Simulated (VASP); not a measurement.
Set up this calculation in VASP 6.6.1, as the native input.

```yaml
Task: relaxation of cell and atoms
Functional: PBEsol
Potentials_or_basis: VASP PAW PBE potentials, release 64 (Mo_sv, S)
Cutoff: 600 eV
k_mesh: 6 × 6 × 4
Occupations: fermi-dirac, width 0.03 eV
Spin: no spin polarisation
Dipole_correction: no
Further_INCAR_settings: ALGO = Normal; EDIFF = 1e-07; IBRION = 2; EDIFFG = -0.01; NSW = 100; ISIF = 3
```

The structure of MoS2 lies in POSCAR:

```
MoS2
1.0
    3.8778126800      0.0000000000      0.0000000000
   -1.9389063400      3.3582842920      0.0000000000
    0.0000000000      0.0000000000      6.0689055160
Mo S
1 2
Direct
    0.0000000000      0.0000000000      0.0000000000
    0.3333333333      0.6666666667      0.2596354077
    0.6666666667      0.3333333333      0.7403645923
```

The input as run:

INCAR

```
SYSTEM = MoS2
  PREC = Accurate
  ENCUT = 600
  EDIFF = 1E-7
  ISMEAR = -1
  SIGMA = 0.03
  LREAL = .False.
  LASPH = .True.
  NELM = 80
  ALGO = Normal
  ISIF = 3
  LWAVE = .False.
  LCHARG = .False.
  GGA = PS
  IBRION = 2
  NSW = 100
  EDIFFG = -0.01
```

KPOINTS

```
regular mesh
0
Gamma
  6 6 4
  0 0 0
```

Potentials or basis: VASP PAW PBE potentials, release 64 (Mo_sv, S).

The run is started by

```console
$ cat potpaw_PBE.64/Mo_sv/POTCAR potpaw_PBE.64/S/POTCAR > POTCAR
$ mpirun -np 1 vasp_std > vasp.out
```

It gave:

| Property | Result |
| --- | --- |
| Relaxed volume | 17.90 Å³/atom |
| Relaxed cell | a = 3.144 Å, b = 3.144 Å, c = 6.275 Å, α = 90.00°, β = 90.00°, γ = 120.00° |
| Space group after relaxing (to 0.05 Å) | P-3m1 (No. 164) |
| Energy gained by relaxing | 1069.5 meV/atom |
| Ionic steps | 24 |
| Pressure after relaxing | -0.1 GPa |
| Band gap on the k mesh | zero (band 13 reaches 8.36 eV, above the bottom of band 14 at 7.46 eV) |

Caveat: the volume moved by over 15 % at a fixed basis, so the end points are rough; the PAW data sets were made with another functional, which shifts forces and pressure a little; this functional lacks dispersion, which binds the layers, so the pressure and a relaxed spacing across them are unreliable.

Wall time 7.3 min on 1 thread of Intel(R) Xeon(R) Platinum 8488C (Sapphire Rapids), on a shared host, peak memory 0.25 GiB.
